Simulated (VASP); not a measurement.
# Ge (P6_3/mmc) in VASP: further runs

Ge is run at these levels: PBEsol; tasks: single point.

Everything below comes from runs of VASP 6.6.1. Logs are shortened: lines on timing, memory, paths and dates and some standing lists are left out, and cuts for length are marked.

### Step 1. The cell of the first run

The structure is hexagonal, space group P6_3/mmc (No. 194). The conventional cell has a = 2.267 Å, b = 2.267 Å, c = 3.703 Å, α = 90.00°, β = 90.00°, γ = 120.00°. Ge (site symmetry -6m2) has 12 Ge at 2.27 Å within 3.0 Å.

### Step 2. Single point, PBEsol (volume scaled by 0.45)

The input, INCAR:

```
PREC = Accurate
ENCUT = 520
EDIFF = 1E-6
ISMEAR = -1
SIGMA = 0.08
LREAL = F
LASPH = T
NELM = 60
ALGO = Normal
ISIF = 2
LWAVE = F
LCHARG = F
GGA = PS
NBANDS = 21
```

The input, KPOINTS:

```
Automatic mesh
0
Gamma
  16 16 9
```

The input, POSCAR:

```
Ge
1.0
    2.2669221821      0.0000000000      0.0000000000
   -1.1334610911      1.9632121981      0.0000000000
    0.0000000000      0.0000000000      3.7033529134
Ge
2
Direct
    0.3333333333      0.6666666667      0.2500000000
    0.6666666667      0.3333333333      0.7500000000
```

Potentials or basis: VASP PAW PBE potentials, release 64 (Ge_d).

On the command line:

```sh
> cat potpaw_PBE.64/Ge_d/POTCAR > POTCAR
> mpirun -np 1 vasp_std > vasp.out
```

OUTCAR:

```text
PREC = Accurate
   ENCUT = 520
   EDIFF = 1E-6
   ISMEAR = -1
   LREAL = F
   LASPH = T
   NELM = 60
   ISIF = 2
   GGA = PS

 ion  position               nearest neighbor table
   1  0.333  0.667  0.250-   2 2.27   2 2.27   2 2.27   2 2.27   2 2.27   2 2.27
   2  0.667  0.333  0.750-   1 2.27   1 2.27   1 2.27   1 2.27   1 2.27   1 2.27

  LATTYP: Found a hexagonal cell.
 ALAT       =     2.2669221821
 C/A-ratio  =     1.6336480108

  Lattice vectors:

 A1 = (   2.2669221821,   0.0000000000,   0.0000000000)
 A2 = (  -1.1334610911,   1.9632121981,   0.0000000000)
 A3 = (   0.0000000000,   0.0000000000,   3.7033529134)

Analysis of symmetry for initial positions (statically):
=====================================================================
 Subroutine PRICEL returns:
 Original cell was already a primitive cell.

 Routine SETGRP: Setting up the symmetry group for a
 hexagonal supercell.

 Subroutine GETGRP returns: Found 24 space group operations
 (whereof 12 operations were pure point group operations)
 out of a pool of 24 trial point group operations.

The static configuration has the point symmetry D_3d.
 The point group associated with its full space group is D_6h.

Analysis of symmetry for dynamics (positions and initial velocities):
=====================================================================
 Subroutine PRICEL returns:
 Original cell was already a primitive cell.

 Routine SETGRP: Setting up the symmetry group for a
 hexagonal supercell.

 Subroutine GETGRP returns: Found 24 space group operations
 (whereof 12 operations were pure point group operations)
 out of a pool of 24 trial point group operations.

The dynamic configuration has the point symmetry D_3d.
 The point group associated with its full space group is D_6h.

 Subroutine INISYM returns: Found 24 space group operations
 (whereof 12 operations are pure point group operations),
 and found     1 'primitive' translations

----------------------------------------------------------------------------------------

                                     Primitive cell

  volume of cell :      16.4816

  direct lattice vectors                    reciprocal lattice vectors
     2.266922182  0.000000000  0.000000000     0.441126744  0.254684644  0.000000000
    -1.133461091  1.963212198  0.000000000     0.000000000  0.509369288  0.000000000
     0.000000000  0.000000000  3.703352913     0.000000000  0.000000000  0.270025575

  length of vectors
[... 72 lines left out ...]
 SYSTEM =  unknown system
   PREC   = accura    normal or accurate (medium, high low for compatibility)
   ISTART =      0    job   : 0-new  1-cont  2-samecut
   ICHARG =      2    charge: 1-file 2-atom 10-const
   ISPIN  =      1    spin polarized calculation?
   LNONCOLLINEAR =      F non collinear calculations
   LSORBIT =      F    spin-orbit coupling
   LASPH  =      T    aspherical Exc in radial PAW
   ENCUT  =  520.0 eV  38.22 Ry    6.18 a.u.   4.21  4.21  6.89*2*pi/ulx,y,z
   NELM   =     60;   NELMIN=  2; NELMDL= -5     # of ELM steps
   EDIFF  = 0.1E-05   stopping-criterion for ELM
   LREAL  =      F    real-space projection
   EDIFFG = 0.1E-04   stopping-criterion for IOM
   NSW    =      0    number of steps for IOM
   IBRION =     -1    ionic relax: 0-MD 1-quasi-New 2-CG
   NFREE  =      0    steps in history (QN), initial steepest desc. (CG)
   ISIF   =      2    stress and relaxation
   ISYM   =      2    0-nonsym 1-usesym 2-fastsym
   POTIM  = 0.5000    time-step for ionic-motion
   TEBEG  =    0.0;   TEEND  =   0.0 temperature during run
   PSTRESS=    0.0 pullay stress
   NELECT =      28.0000    total number of electrons
   NUPDOWN=      -1.0000    fix difference up-down
   EMIN   =  10.00;   EMAX   =-10.00  energy-range for DOS
   EFERMI =   0.00;   METHOD = LEGACY
   ISMEAR =    -1;   SIGMA  =   0.08  broadening in eV -4-tet -1-fermi 0-gaus
   EFERMI_NEDOS =   21; number of points for ismear=-14 and -15
   IALGO  =     38    algorithm
   IMIX   =      4    mixing-type and parameters
     AMIX     =   0.40;   BMIX     =  1.00
     AMIX_MAG =   1.60;   BMIX_MAG =  1.00
  volume/ion in A,a.u.               =       8.24        55.61
  Fermi-wavevector in a.u.,A,eV,Ry     =   1.953415  3.691419 51.917522  3.815830
  Thomas-Fermi vector in A             =   2.980239
   LORBIT       =      0    0 simple, 1 ext, 2 COOP (PROOUT), +10 PAW based schemes
   GGA     = PS    functional components
   LHFCALC =     F    Hartree Fock is set to
   AEXX    =    0.0000 exact exchange contribution
   IVDW    =     0    specifies the selected vdW correction
   LEPSILON=     F    determine dielectric tensor
   LRPA    =     F    only Hartree local field effects (RPA)
 non-spin polarized calculation
  energy-cutoff  :      520.00
  volume of cell :       16.48
 maximum number of plane-waves:       458
 NGX is ok and might be reduce to    18
   NGX =  9   NGY =  9   NGZ = 13

 number of electron      28.0000014 magnetization

 Free energy of the ion-electron system (eV)
  ---------------------------------------------------
  ext. energy  EPLUGINS =         0.00000000
  ---------------------------------------------------
  free energy    TOTEN  =         1.52608704 eV

  energy without entropy =        1.53755227  energy(sigma->0) =        1.53181965

 E-fermi :  20.3827     XC(G=0): -16.3845

 val. band max:       20.3258274993   @ k =   0.2500   0.0625   0.3333
 cond. band min:      20.4185794468   @ k =   0.1875   0.1250   0.1111
 fundamental gap:      0.0927519475
 Fermi energy:        20.3826909251

 k-point     1 :       0.0000    0.0000    0.0000
  band No.  band energies     occupation
      1      -7.0155      2.00000
      2      -6.5257      2.00000
      3      -6.4632      2.00000
      4      -6.4632      2.00000
      5      -6.3615      2.00000
      6      -6.3615      2.00000
[... 565 lines left out ...]
     20      40.0391      0.00000
     21      44.7105      0.00000

 [... further k-points ...]
[... 5 lines left out ...]
  --------------------------------------------------------------------------------------
  -------------------------------------------------------------------------------------
  Total       37.0093309     37.0093309     36.9833608     -0.0000000      0.0000000      0.0000000
  in kB     3597.6827159   3597.6827159   3595.1581557     -0.0000001      0.0000000      0.0000000
  external PRESSURE =    3596.8411959 kB  Pullay stress =       0.0000000 kB

 VOLUME and BASIS-vectors are now :
 -----------------------------------------------------------------------------
  energy-cutoff  :      520.00
  volume of cell :       16.48
      direct lattice vectors                 reciprocal lattice vectors
     2.266922182  0.000000000  0.000000000     0.441126744  0.254684644  0.000000000
    -1.133461091  1.963212198  0.000000000     0.000000000  0.509369288  0.000000000
     0.000000000  0.000000000  3.703352913     0.000000000  0.000000000  0.270025575

 POSITION                                       TOTAL-FORCE (eV/Angst)
 -----------------------------------------------------------------------------------
     -0.00000      1.30881      0.92584         0.000000      0.000000      0.000000
      1.13346      0.65440      2.77751        -0.000000      0.000000      0.000000
 -----------------------------------------------------------------------------------
    total drift:                               -0.000000      0.000000     -0.000000

  FREE ENERGIE OF THE ION-ELECTRON SYSTEM (eV)
  ---------------------------------------------------
  free  energy   TOTEN  =         1.5260870351 eV

  energy  without entropy=        1.5375522673  energy(sigma->0) =        1.53181965
```

OSZICAR:

```text
N       E                     dE             d eps       ncg     rms          rms(c)
DAV:   1     0.150995016574E+03    0.15100E+03   -0.12301E+04  7956   0.434E+03
DAV:   2     0.140506134473E+02   -0.13694E+03   -0.13161E+03  6364   0.525E+02
DAV:   3     0.998743759714E+00   -0.13052E+02   -0.12908E+02  6905   0.112E+02
DAV:   4     0.826081925583E+00   -0.17266E+00   -0.17245E+00  7296   0.147E+01
DAV:   5     0.824803757239E+00   -0.12782E-02   -0.12781E-02  7143   0.126E+00    0.781E+00
DAV:   6     0.127835195741E+01    0.45355E+00   -0.60149E-02  9260   0.433E+00    0.424E+00
DAV:   7     0.152406526477E+01    0.24571E+00   -0.99434E-02  9610   0.340E+00    0.271E-01
DAV:   8     0.152597661092E+01    0.19113E-02   -0.42492E-03  8552   0.154E+00    0.117E-01
DAV:   9     0.152600704100E+01    0.30430E-04   -0.15869E-04  9735   0.288E-01    0.251E-02
DAV:  10     0.152608698854E+01    0.79948E-04   -0.58472E-05  8584   0.229E-01    0.171E-03
DAV:  11     0.152608703513E+01    0.46589E-07   -0.35146E-06  6809   0.173E-02
   1 F= 0.15260870E+01 E0= 0.15318197E+01  d E =-.114652E-01
```

It took 49 s on 1 thread of Intel Xeon Platinum 8259CL at 2.50GHz (Skylake/Cascade Lake), shared host; peak memory 0.15 GiB.

Results:

```yaml
Free_energy: 1.5261 eV
Pressure: 359.7 GPa
Band_gap_on_the_k_mesh: zero (band 14 reaches 34.49 eV, above the bottom of band 15 at 15.49 eV)
```

Levels at points of the mesh, in eV from the Fermi level:
```tsv
k point	band 11	band 12	band 13	band 14	band 15	band 16	band 17	band 18
(0.00, 0.00, 0.00)	-23.97	-13.21	-10.73	13.96	13.96	15.81	16.37	16.37
(0.50, 0.00, 0.00)	-13.73	-13.10	-3.57	-2.85	-0.43	-0.25	3.92	10.22
```

Caveat: the cell differs from its parent crystal (volume scaled by 0.45); the PAW data sets were made with another functional, which shifts forces and pressure a little.

### Step 3. Single point, PBEsol (volume scaled by 0.45)

The input, INCAR:

```
SYSTEM = Ge
PREC = Accurate ; ENCUT = 520
EDIFF = 1E-7 ; ISMEAR = -1
SIGMA = 0.08 ; LREAL = .FALSE.
LASPH = .TRUE. ; NELM = 60
ALGO = Normal ; ISIF = 2
LWAVE = .FALSE. ; LCHARG = .FALSE.
GGA = PS ; NBANDS = 21
```

The input, KPOINTS:

```
regular mesh
0
G
  16 16 9
  0 0 0
```

POSCAR is that of step 2.

Potentials or basis: VASP PAW PBE potentials, release 64 (Ge_d).

On the command line:

```sh
> cat potpaw_PBE.64/Ge_d/POTCAR > POTCAR
> mpirun -np 1 vasp_std > vasp.out
```

Run time: 72 s. Hardware: 1 thread of Intel Xeon Platinum 8259CL at 2.50GHz (Skylake/Cascade Lake), shared host; peak memory 0.16 GiB.

It converged, with:

- Free energy: 1.5261 eV
- Pressure: 360.1 GPa
- Band gap on the k mesh: zero (band 14 reaches 34.49 eV, above the bottom of band 15 at 15.49 eV)

Stress tensor (GPa, compression positive):
```
360.21   0.00   0.00
  0.00 360.21   0.00
  0.00   0.00 359.96
```

Levels at points of the mesh, in eV from the Fermi level:
| k point | band 12 | band 13 | band 14 | band 15 | band 16 | band 17 |
| --- | --- | --- | --- | --- | --- | --- |
| (0.00, 0.00, 0.00) | -13.21 | -10.73 | 13.96 | 13.96 | 15.81 | 16.37 |
| (0.50, 0.00, 0.00) | -13.10 | -3.57 | -2.85 | -0.43 | -0.25 | 3.92 |

Caveat: the cell differs from its parent crystal (volume scaled by 0.45); the PAW data sets were made with another functional, which shifts forces and pressure a little.

### Step 4. Single point, PBEsol

This run uses another cell than the first one, of 10.07 Å³/atom, 1.222 times its volume.

The input, INCAR:

```
SYSTEM = Ge
  PREC = Accurate
  ENCUT = 520
  EDIFF = 1E-6
  ISMEAR = -1
  SIGMA = 0.08
  LREAL = .False.
  LASPH = .True.
  NELM = 60
  ALGO = Normal
  ISIF = 2
  LWAVE = .False.
  LCHARG = .True.
  GGA = PS
  LELF = .True.
  LVHAR = .True.
  NBANDS = 21
```

The input, KPOINTS:

```
regular mesh
0
Gamma
  16 16 9
  0 0 0
```

The input, POSCAR:

```
Ge
1.0
    2.4244292043      0.0000000000      0.0000000000
   -1.2122146022      2.0996172806      0.0000000000
    0.0000000000      0.0000000000      3.9573046623
Ge
2
Direct
    0.3333333333      0.6666666667      0.2500000000
    0.6666666667      0.3333333333      0.7500000000
```

On the command line:

```sh
> cat potpaw_PBE.64/Ge_d/POTCAR > POTCAR
> mpirun -np 1 vasp_std > vasp.out
```

Wall time 50 s (1 thread of Intel Xeon Platinum 8259CL at 2.50GHz (Skylake/Cascade Lake), shared host); peak memory 0.16 GiB.

The run converged. Its results:

| Quantity | Value |
| --- | --- |
| Free energy | -4.2371 eV |
| Pressure | 170.3 GPa |
| Band gap on the k mesh | zero (band 14 reaches 28.04 eV, above the bottom of band 15 at 11.32 eV) |

Stress tensor (GPa, compression positive):
```
170.39   0.00   0.00
  0.00 170.39   0.00
  0.00   0.00 170.25
```

Levels at points of the mesh, in eV from the Fermi level:
| k point | band 10 | band 11 | band 12 | band 13 | band 14 | band 15 | band 16 | band 17 | band 18 | band 19 |
| --- | --- | --- | --- | --- | --- | --- | --- | --- | --- | --- |
| (0.00, 0.00, 0.00) | -25.41 | -20.62 | -10.86 | -9.93 | 11.86 | 11.86 | 14.41 | 14.41 | 15.38 | 16.57 |
| (0.50, 0.00, 0.00) | -25.34 | -11.61 | -11.54 | -2.79 | -2.53 | -0.95 | 0.09 | 3.62 | 8.73 | 12.33 |

Caveat: the PAW data sets were made with another functional, which shifts forces and pressure a little.

### Step 5. Single point, PBEsol

This run uses another cell than the first one, of 11.90 Å³/atom, 1.444 times its volume.

The input, INCAR:

```
SYSTEM = Ge
ALGO = Normal
EDIFF = 1E-6
ENCUT = 520
GGA = PS
ISIF = 2
ISMEAR = -1
LASPH = .TRUE.
LCHARG = .FALSE.
LREAL = .FALSE.
LWAVE = .FALSE.
NBANDS = 21
NELM = 60
PREC = Accurate
SIGMA = 0.08
```

The input, KPOINTS:

```
k-points
0
G
  16 16 9
  0 0 0
```

The input, POSCAR:

```
Ge
1.0
    2.5590624784      0.0000000000      0.0000000000
   -1.2795312392      2.2162131162      0.0000000000
    0.0000000000      0.0000000000      4.1976612598
Ge
2
Direct
    0.3333333333      0.6666666667      0.2500000000
    0.6666666667      0.3333333333      0.7500000000
```

On the command line:

```sh
> cat potpaw_PBE.64/Ge_d/POTCAR > POTCAR
> mpirun -np 1 vasp_std > vasp.out
```

Wall time 64 s (1 thread of Intel Xeon Platinum 8259CL at 2.50GHz (Skylake/Cascade Lake), shared host); peak memory 0.18 GiB.

The run converged. Its results:

* Free energy: -7.0334 eV
* Pressure: 84.5 GPa
* Band gap on the k mesh: zero (band 14 reaches 23.52 eV, above the bottom of band 15 at 8.46 eV)

Levels at points of the mesh, in eV from the Fermi level:
```tsv
k point	band 12	band 13	band 14	band 15	band 16	band 17
(0.00, 0.00, 0.00)	-9.38	-9.19	10.41	10.41	12.93	12.93
(0.50, 0.00, 0.00)	-9.96	-2.34	-2.20	-1.58	0.48	3.43
```

Caveat: the PAW data sets were made with another functional, which shifts forces and pressure a little.

### Step 6. Summary

```csv
cell,gap on the mesh (eV),pressure (GPa)
"a = 2.267, b = 2.267, c = 3.703 Å, angles 90.0, 90.0, 120.0°, 2 atoms",none,360.1
"a = 2.424, b = 2.424, c = 3.957 Å, angles 90.0, 90.0, 120.0°, 2 atoms",none,170.3
"a = 2.559, b = 2.559, c = 4.198 Å, angles 90.0, 90.0, 120.0°, 2 atoms",none,84.5
```

Alike in all rows: task single point; level PBEsol; potentials or basis VASP PAW PBE potentials, release 64 (Ge_d); no spin polarisation; k mesh 16 × 16 × 9; cutoff (eV) 520; smearing fermi-dirac 0.08 eV.

Caveats: the PAW data sets were made with another functional, which shifts forces and pressure a little.

Absolute energies hang on the potentials; compare differences alone.
